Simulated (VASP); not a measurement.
Crystal: SrCd.

```xyz
2
Lattice="4.0030 0.0000 0.0000 0.0000 4.0030 0.0000 0.0000 0.0000 4.0030" Properties=species:S:1:pos:R:3 pbc="T T T"
Sr    2.0015    2.0015    2.0015
Cd    0.0000    0.0000    0.0000
```

| Property | Result |
| --- | --- |
| Program | VASP 6.6.1 |
| Task | relaxation of cell and atoms |
| Functional | r2SCAN |
| Potentials or basis | VASP PAW PBE potentials, release 64 (Sr_sv, Cd) |
| Cutoff | 600 eV |
| k mesh | 10 × 10 × 10 |
| Occupations | fermi-dirac, width 0.1 eV |
| Spin | no spin polarisation |

At the start: pressure 0.9 GPa; volume 32.07 Å³/atom.

Where does the relaxation end?

Over 3 steps the energy falls by 2.8 meV/atom and the volume is 33.10 Å³/atom (+3.2 %); space group Pm-3m (No. 221, to 0.05 Å).

Step by step:
| step | energy change (eV) | largest force (eV/Å) | pressure (GPa) | volume (Å³) |
| --- | --- | --- | --- | --- |
| 1 | 0.0000 | 0.0000 | 0.90 | 64.14 |
| 2 | -0.0054 | 0.0000 | 0.14 | 65.83 |
| 3 | -0.0055 | 0.0000 | 0.00 | 66.20 |

Final structure:
```yaml
crystal:
  lattice:
    - [4.04525, 0.00000, 0.00000]
    - [0.00000, 4.04525, 0.00000]
    - [0.00000, 0.00000, 4.04525]
  atoms:
    - { symbol: Sr, position: [0.50000, 0.50000, 0.50000] }
    - { symbol: Cd, position: [0.00000, 0.00000, 0.00000] }
```

Caveat: the PAW data sets were made with another functional, which shifts forces and pressure a little.
